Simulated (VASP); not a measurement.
# CdTe (F-43m) in VASP: notebook

The runs below take CdTe through density of states, elastic constants, with LDA, PBE.

Everything below comes from runs of VASP 6.6.1. Logs are shortened: lines on timing, memory, paths and dates and some standing lists are left out, and cuts for length are marked.

## (1) The cell of the first run

The structure is cubic, space group F-43m (No. 216). The conventional cell has a = 6.617 Å, b = 6.617 Å, c = 6.617 Å, α = 90.00°, β = 90.00°, γ = 90.00°. Within 3.8 Å of Cd (site symmetry -43m) lie 4 Te at 2.87 Å. Within 3.8 Å of Te (site symmetry -43m) lie 4 Cd at 2.87 Å.

## (2) Density of states, LDA

POSCAR reads:

```
CdTe
1.0
    0.0000000000      3.3086866350      3.3086866350
    3.3086866350      0.0000000000      3.3086866350
    3.3086866350      3.3086866350      0.0000000000
Cd Te
1 1
Direct
    0.0000000000      0.0000000000      0.0000000000
    0.2500000000      0.2500000000      0.2500000000
```

INCAR.step1 reads:

```
SYSTEM = CdTe
  PREC = Accurate
  ENCUT = 520
  EDIFF = 1E-6
  ISMEAR = 0
  SIGMA = 0.02
  LREAL = .FALSE.
  LASPH = .TRUE.
  NELM = 100
  ALGO = Normal
  ISIF = 2
  LWAVE = .FALSE.
  LCHARG = .TRUE.
  GGA = CA
  NBANDS = 16
```

KPOINTS.step1 reads:

```
regular mesh
0
G
  10 10 10
  0 0 0
```

INCAR.step2 reads:

```
SYSTEM = CdTe
  PREC = Accurate
  ENCUT = 520
  EDIFF = 1E-6
  ISMEAR = -5
  SIGMA = 0.02
  LREAL = .FALSE.
  LASPH = .TRUE.
  NELM = 100
  ALGO = Normal
  ISIF = 2
  LWAVE = .FALSE.
  LCHARG = .FALSE.
  GGA = CA
  LORBIT = 10
  NBANDS = 16
  NEDOS = 2001
  ICHARG = 11
```

KPOINTS.step2 reads:

```
regular mesh
0
G
  15 15 15
  0 0 0
```

Potentials or basis: VASP PAW LDA potentials, release 64 (Cd, Te).

Run with:

```
$ cat potpaw_LDA.64/Cd/POTCAR potpaw_LDA.64/Te/POTCAR > POTCAR
$ cp INCAR.step1 INCAR
$ cp KPOINTS.step1 KPOINTS
$ mpirun -np 1 vasp_std > vasp.out
$ cp INCAR.step2 INCAR
$ cp KPOINTS.step2 KPOINTS
$ mpirun -np 1 vasp_std > vasp.out
```

OUTCAR:

```text
SYSTEM = CdTe
   PREC = Accurate
   ENCUT = 520
   EDIFF = 1E-6
   ISMEAR = -5
   LREAL = .FALSE.
   LASPH = .TRUE.
   NELM = 100
   ISIF = 2
   GGA = CA
   LORBIT = 10
   ICHARG = 11

 ion  position               nearest neighbor table
   1  0.000  0.000  0.000-   2 2.87   2 2.87   2 2.87   2 2.87
   2  0.250  0.250  0.250-   1 2.87   1 2.87   1 2.87   1 2.87

  LATTYP: Found a face centered cubic cell.
 ALAT       =     6.6173732700

  Lattice vectors:

 A1 = (   0.0000000000,   3.3086866350,   3.3086866350)
 A2 = (   3.3086866350,   0.0000000000,   3.3086866350)
 A3 = (   3.3086866350,   3.3086866350,   0.0000000000)

Analysis of symmetry for initial positions (statically):
=====================================================================
 Subroutine PRICEL returns:
 Original cell was already a primitive cell.

 Routine SETGRP: Setting up the symmetry group for a
 face centered cubic supercell.

 Subroutine GETGRP returns: Found 24 space group operations
 (whereof 24 operations were pure point group operations)
 out of a pool of 48 trial point group operations.

The static configuration has the point symmetry T_d .

Analysis of symmetry for dynamics (positions and initial velocities):
=====================================================================
 Subroutine PRICEL returns:
 Original cell was already a primitive cell.

 Routine SETGRP: Setting up the symmetry group for a
 face centered cubic supercell.

 Subroutine GETGRP returns: Found 24 space group operations
 (whereof 24 operations were pure point group operations)
 out of a pool of 48 trial point group operations.

The dynamic configuration has the point symmetry T_d .

 Subroutine INISYM returns: Found 24 space group operations
 (whereof 24 operations are pure point group operations),
 and found     1 'primitive' translations

----------------------------------------------------------------------------------------

                                     Primitive cell

  volume of cell :      72.4431

  direct lattice vectors                    reciprocal lattice vectors
     0.000000000  3.308686635  3.308686635    -0.151117363  0.151117363  0.151117363
     3.308686635  0.000000000  3.308686635     0.151117363 -0.151117363  0.151117363
     3.308686635  3.308686635  0.000000000     0.151117363  0.151117363 -0.151117363

  length of vectors
     4.679189513  4.679189513  4.679189513     0.261742951  0.261742951  0.261742951

  position of ions in fractional coordinates (direct lattice)
     0.000000000  0.000000000  0.000000000
     0.250000000  0.250000000  0.250000000

  ion indices of the primitive-cell ions
   primitive index   ion index
                 1           1
                 2           2

----------------------------------------------------------------------------------------

 KPOINTS: regular mesh

Automatic generation of k-mesh.
 Grid dimensions read from file:
 generate k-points for:   15   15   15

 Generating k-lattice:

  Cartesian coordinates                     Fractional coordinates (reciprocal lattice)
    -0.010074491  0.010074491  0.010074491     0.066666667  0.000000000  0.000000000
     0.010074491 -0.010074491  0.010074491     0.000000000  0.066666667  0.000000000
     0.010074491  0.010074491 -0.010074491     0.000000000  0.000000000  0.066666667

  Length of vectors
     0.017449530  0.017449530  0.017449530

  Shift w.r.t. Gamma in fractional coordinates (k-lattice)
     0.000000000  0.000000000  0.000000000

 TETIRR: Found    484 inequivalent tetrahedra from    20250

 Subroutine IBZKPT returns following result:
 ===========================================

 Found    120 irreducible k-points:

 Following reciprocal coordinates:
            Coordinates               Weight
  0.000000  0.000000  0.000000      1.000000
  0.066667  0.000000  0.000000      8.000000
  0.133333  0.000000  0.000000      8.000000
  0.200000  0.000000  0.000000      8.000000
  0.266667  0.000000  0.000000      8.000000
  0.333333  0.000000  0.000000      8.000000
[... 16 lines left out ...]
  0.133333  0.133333  0.000000      6.000000
  0.200000  0.133333  0.000000     24.000000
 [... further k-points ...]
   k-points           NKPTS =    120   k-points in BZ     NKDIM =    120   number of bands    NBANDS=     16
   number of dos      NEDOS =   2001   number of ions     NIONS =      2
   total plane-waves  NPLWV =  46656
   dimension x,y,z NGX =    36 NGY =   36 NGZ =   36
   dimension x,y,z NGXF=    72 NGYF=   72 NGZF=   72
   ions per type =               1   1
   NGX,Y,Z   is equivalent  to a cutoff of  12.79, 12.79, 12.79 a.u.
   NGXF,Y,Z  is equivalent  to a cutoff of  25.58, 25.58, 25.58 a.u.
 SYSTEM =  CdTe
   PREC   = accura    normal or accurate (medium, high low for compatibility)
   ISTART =      0    job   : 0-new  1-cont  2-samecut
   ICHARG =     11    charge: 1-file 2-atom 10-const
   ISPIN  =      1    spin polarized calculation?
   LNONCOLLINEAR =      F non collinear calculations
   LSORBIT =      F    spin-orbit coupling
   LASPH  =      T    aspherical Exc in radial PAW
   ENCUT  =  520.0 eV  38.22 Ry    6.18 a.u.   8.70  8.70  8.70*2*pi/ulx,y,z
   NELM   =    100;   NELMIN=  2; NELMDL=  0     # of ELM steps
   EDIFF  = 0.1E-05   stopping-criterion for ELM
   LREAL  =      F    real-space projection
   EDIFFG = 0.1E-04   stopping-criterion for IOM
   NSW    =      0    number of steps for IOM
   IBRION =     -1    ionic relax: 0-MD 1-quasi-New 2-CG
   NFREE  =      0    steps in history (QN), initial steepest desc. (CG)
   ISIF   =      2    stress and relaxation
   ISYM   =      2    0-nonsym 1-usesym 2-fastsym
   POTIM  = 0.5000    time-step for ionic-motion
   TEBEG  =    0.0;   TEEND  =   0.0 temperature during run
   PSTRESS=    0.0 pullay stress
   NELECT =      18.0000    total number of electrons
   NUPDOWN=      -1.0000    fix difference up-down
   EMIN   =  10.00;   EMAX   =-10.00  energy-range for DOS
   EFERMI =   0.00;   METHOD = LEGACY
   ISMEAR =    -5;   SIGMA  =   0.02  broadening in eV -4-tet -1-fermi 0-gaus
   EFERMI_NEDOS =   21; number of points for ismear=-14 and -15
   IALGO  =     38    algorithm
   IMIX   =      4    mixing-type and parameters
     AMIX     =   0.40;   BMIX     =  1.00
     AMIX_MAG =   1.60;   BMIX_MAG =  1.00
  volume/ion in A,a.u.               =      36.22       244.44
  Fermi-wavevector in a.u.,A,eV,Ry     =   1.029201  1.944907 14.412024  1.059254
  Thomas-Fermi vector in A             =   2.163236
   LORBIT       =     10    0 simple, 1 ext, 2 COOP (PROOUT), +10 PAW based schemes
   GGA     = CA    functional components
   LHFCALC =     F    Hartree Fock is set to
   AEXX    =    0.0000 exact exchange contribution
   IVDW    =     0    specifies the selected vdW correction
   LEPSILON=     F    determine dielectric tensor
   LRPA    =     F    only Hartree local field effects (RPA)
 non-spin polarized calculation
 Fermi weights with tetrahedron method with Bloechl corrections
  energy-cutoff  :      520.00
  volume of cell :       72.44
 maximum number of plane-waves:      1980

 number of electron      18.0000006 magnetization

 Free energy of the ion-electron system (eV)
  ---------------------------------------------------
  ext. energy  EPLUGINS =         0.00000000
  ---------------------------------------------------
  free energy    TOTEN  =        -5.98209085 eV

  energy without entropy =       -5.98209085  energy(sigma->0) =       -5.98209085

 E-fermi :   1.6048     XC(G=0):  -8.6829

 val. band max:        1.5993232975   @ k =   0.0000   0.0000   0.0000
 cond. band min:       1.9670092250   @ k =   0.0000   0.0000   0.0000
 fundamental gap:      0.3676859275
 Fermi energy:         1.6047718425

 k-point     1 :       0.0000    0.0000    0.0000
  band No.  band energies     occupation
      1      -9.3045      2.00000
      2      -6.4889      2.00000
      3      -6.4889      2.00000
      4      -6.4889      2.00000
      5      -6.2662      2.00000
      6      -6.2662      2.00000
[... 8 lines left out ...]
     15      10.8247      0.00000
     16      10.8247      0.00000

 k-point     2 :       0.0667    0.0000    0.0000
  band No.  band energies     occupation
      1      -9.2894      2.00000
      2      -6.4861      2.00000
      3      -6.4861      2.00000
      4      -6.4774      2.00000
      5      -6.2665      2.00000
      6      -6.2665      2.00000
[... 8 lines left out ...]
     15      10.4851      0.00000
     16      10.4851      0.00000

 k-point     3 :       0.1333    0.0000    0.0000
  band No.  band energies     occupation
      1      -9.2466      2.00000
      2      -6.4784      2.00000
      3      -6.4784      2.00000
      4      -6.4416      2.00000
      5      -6.2670      2.00000
      6      -6.2670      2.00000
[... 8 lines left out ...]
     15      10.0940      0.00000
     16      10.0940      0.00000

 k-point     4 :       0.2000    0.0000    0.0000
  band No.  band energies     occupation
      1      -9.1834      2.00000
      2      -6.4675      2.00000
      3      -6.4675      2.00000
      4      -6.3786      2.00000
      5      -6.2671      2.00000
      6      -6.2671      2.00000
[... 8 lines left out ...]
     15       9.8985      0.00000
     16       9.8985      0.00000

 k-point     5 :       0.2667    0.0000    0.0000
  band No.  band energies     occupation
      1      -9.1110      2.00000
      2      -6.4560      2.00000
      3      -6.4560      2.00000
      4      -6.2872      2.00000
      5      -6.2662      2.00000
      6      -6.2662      2.00000
[... 8 lines left out ...]
     15       9.9713      0.00000
     16       9.9713      0.00000

 k-point     6 :       0.3333    0.0000    0.0000
  band No.  band energies     occupation
      1      -9.0420      2.00000
      2      -6.4460      2.00000
      3      -6.4460      2.00000
      4      -6.2640      2.00000
      5      -6.2640      2.00000
      6      -6.1734      2.00000
[... 8 lines left out ...]
     15      10.3248      0.00000
     16      10.3248      0.00000
[... 267 lines left out ...]
 k-point    21 :      -0.1333    0.0667    0.0000
  band No.  band energies     occupation
      1      -9.2155      2.00000
      2      -6.4750      2.00000
      3      -6.4683      2.00000
      4      -6.4155      2.00000
      5      -6.2700      2.00000
      6      -6.2642      2.00000
[... 8 lines left out ...]
     15       9.7997      0.00000
     16      10.1911      0.00000

 k-point    22 :      -0.0667    0.0667    0.0000
  band No.  band energies     occupation
      1      -9.2651      2.00000
      2      -6.4831      2.00000
      3      -6.4788      2.00000
      4      -6.4594      2.00000
      5      -6.2683      2.00000
      6      -6.2653      2.00000
[... 8 lines left out ...]
     15       9.9965      0.00000
     16      10.3438      0.00000

 k-point    23 :       0.1333    0.1333    0.0000
  band No.  band energies     occupation
      1      -9.2275      2.00000
      2      -6.4682      2.00000
      3      -6.4682      2.00000
      4      -6.4400      2.00000
      5      -6.2720      2.00000
      6      -6.2619      2.00000
[... 8 lines left out ...]
     15       9.9310      0.00000
     16      10.9773      0.00000

 k-point    24 :       0.2000    0.1333    0.0000
  band No.  band energies     occupation
      1      -9.1805      2.00000
      2      -6.4597      2.00000
      3      -6.4568      2.00000
      4      -6.3994      2.00000
      5      -6.2724      2.00000
      6      -6.2601      2.00000
[... 8 lines left out ...]
     15      10.4519      0.00000
     16      10.8745      0.00000

 [... further k-points ...]

------------------------ aborting loop because EDIFF is reached ----------------------------------------

  FORCE on cell =-STRESS in cart. coord.  units (eV):
  Direction    XX          YY          ZZ          XY          YZ          ZX
  --------------------------------------------------------------------------------------
  -------------------------------------------------------------------------------------
  Total       -1.5156931     -1.5156931     -1.5156931     -0.0000000     -0.0000000      0.0000000
  in kB      -33.5216152    -33.5216152    -33.5216152     -0.0000000     -0.0000000      0.0000000
  external PRESSURE =     -33.5216152 kB  Pullay stress =       0.0000000 kB

 VOLUME and BASIS-vectors are now :
 -----------------------------------------------------------------------------
  energy-cutoff  :      520.00
  volume of cell :       72.44
      direct lattice vectors                 reciprocal lattice vectors
     0.000000000  3.308686635  3.308686635    -0.151117363  0.151117363  0.151117363
     3.308686635  0.000000000  3.308686635     0.151117363 -0.151117363  0.151117363
     3.308686635  3.308686635  0.000000000     0.151117363  0.151117363 -0.151117363

 POSITION                                       TOTAL-FORCE (eV/Angst)
 -----------------------------------------------------------------------------------
      0.00000      0.00000      0.00000        -0.000000     -0.000000     -0.000000
      1.65434      1.65434      1.65434         0.000000      0.000000      0.000000
 -----------------------------------------------------------------------------------
    total drift:                                0.000000      0.000000     -0.000000

  FREE ENERGIE OF THE ION-ELECTRON SYSTEM (eV)
  ---------------------------------------------------
  free  energy   TOTEN  =        -5.9820908528 eV

  energy  without entropy=       -5.9820908528  energy(sigma->0) =       -5.98209085

 total charge

# of ion       s       p       d       tot
------------------------------------------
    1        0.476   0.286   9.522  10.285
    2        1.362   2.016   0.019   3.397
--------------------------------------------------
tot          1.839   2.303   9.541  13.682
```

Run time: 1.7 min. Hardware: 1 thread of Intel Xeon Platinum 8375C at 2.90GHz (Ice Lake), shared host; peak memory 0.27 GiB.

What came out:

| Property | Result |
| --- | --- |
| Valence electrons inside the program's atomic spheres | Cd 10.29; Te 3.40 |

Levels at points of the mesh, in eV from the valence-band top:
| k point | band 6 | band 7 | band 8 | band 9 | band 10 | band 11 | band 12 | band 13 |
| --- | --- | --- | --- | --- | --- | --- | --- | --- |
| (0.00, 0.00, 0.00) | -7.87 | 0.00 | 0.00 | 0.00 | 0.37 | 4.54 | 4.54 | 4.54 |

Caveat: spin-orbit coupling is left out, which moves the levels of the heavy elements.

## (3) Elastic constants, PBE

This run uses another cell than the first one, of 28.49 Å³/atom, 0.787 times its volume.

INCAR reads:

```
  ALGO = Normal
  EDIFF = 1E-8
  ENCUT = 600
  GGA = PE
  IBRION = 6
  ISIF = 3
  ISMEAR = 0
  LASPH = T
  LCHARG = T
  LREAL = F
  LWAVE = F
  NELM = 80
  NFREE = 2
  NSW = 1
  POTIM = 0.015
  PREC = Accurate
  SIGMA = 0.01
```

KPOINTS reads:

```
k-points
0
Gamma
  10 10 10
```

POSCAR reads:

```
CdTe
1.0
    0.0000000000      3.0541605262      3.0541605262
    3.0541605262      0.0000000000      3.0541605262
    3.0541605262      3.0541605262      0.0000000000
Cd Te
1 1
Direct
    0.0000000000      0.0000000000      0.0000000000
    0.7500000000      0.7500000000      0.7500000000
```

Potentials or basis: VASP PAW PBE potentials, release 64 (Cd, Te).

Run with:

```
$ cat potpaw_PBE.64/Cd/POTCAR potpaw_PBE.64/Te/POTCAR > POTCAR
$ mpirun -np 1 vasp_std > vasp.out
```

It took 32 min on 1 thread of Oxide Virtual Turin-like, shared host; peak memory 0.53 GiB.

It converged, with:

```
Elastic constants C11, C12, C44                         : 85, 83, 7 GPa
Voigt bulk modulus                                      : 84 GPa
Highest phonon frequency at Γ, LO-TO splitting left out : 196 cm⁻¹
```

Phonon frequencies in cm⁻¹ (negative: imaginary):
```csv
q point,frequencies
"(0.000, 0.000, 0.000)",0 0 0 196 196 196
```

Elastic tensor in Voigt notation (GPa, in the Cartesian axes of the cell as first typed):
```
85 83 83  0  0  0
83 85 83  0  0  0
83 83 85  0  0  0
 0  0  0  7  0  0
 0  0  0  0  7  0
 0  0  0  0  0  7
```

Clamped-ion elastic tensor (GPa):
```
85 83 83  0  0  0
83 85 83  0  0  0
83 83 85  0  0  0
 0  0  0 78  0  0
 0  0  0  0 78  0
 0  0  0  0  0 78
```

Caveat: the cell is under stress, which shifts elastic constants; spin-orbit coupling is left out, which moves the levels of the heavy elements.

## (4) Elastic constants, PBE

This run uses another cell than the first one, of 30.98 Å³/atom, 0.855 times its volume.

INCAR reads:

```
SYSTEM = CdTe
  PREC = Accurate
  ENCUT = 600
  EDIFF = 1E-8
  ISMEAR = 0
  SIGMA = 0.01
  LREAL = .False.
  LASPH = .True.
  NELM = 80
  ALGO = Normal
  ISIF = 3
  LWAVE = .False.
  LCHARG = .False.
  GGA = PE
  IBRION = 6
  NFREE = 2
  POTIM = 0.015
  NSW = 1
```

KPOINTS reads:

```
regular mesh
0
Gamma
  10 10 10
  0 0 0
```

POSCAR reads:

```
CdTe
1.0
    0.0000000000      3.1407943936      3.1407943936
    3.1407943936      0.0000000000      3.1407943936
    3.1407943936      3.1407943936      0.0000000000
Cd Te
1 1
Direct
    0.0000000000      0.0000000000      0.0000000000
    0.7500000000      0.7500000000      0.7500000000
```

Run with:

```
$ cat potpaw_PBE.64/Cd/POTCAR potpaw_PBE.64/Te/POTCAR > POTCAR
$ mpirun -np 1 vasp_std > vasp.out
```

Wall time 31 min (1 thread of Oxide Virtual Turin-like, shared host); peak memory 0.56 GiB.

It converged, with:

| Item | Value |
| --- | --- |
| Elastic constants C11, C12, C44 | 69, 60, 14 GPa |
| Voigt bulk modulus | 63 GPa |
| Highest phonon frequency at Γ, LO-TO splitting left out | 172 cm⁻¹ |

Phonon frequencies in cm⁻¹ (negative: imaginary):
| q point | frequencies |
| --- | --- |
| (0.000, 0.000, 0.000) | 0 0 0 172 172 172 |

Elastic tensor in Voigt notation (GPa, in the Cartesian axes of the cell as first typed):
```
69 60 60  0  0  0
60 69 60  0  0  0
60 60 69  0  0  0
 0  0  0 14  0  0
 0  0  0  0 14  0
 0  0  0  0  0 14
```

Clamped-ion elastic tensor (GPa):
```
69 60 60  0  0  0
60 69 60  0  0  0
60 60 69  0  0  0
 0  0  0 58  0  0
 0  0  0  0 58  0
 0  0  0  0  0 58
```

Caveat: the cell is under stress, which shifts elastic constants; spin-orbit coupling is left out, which moves the levels of the heavy elements.
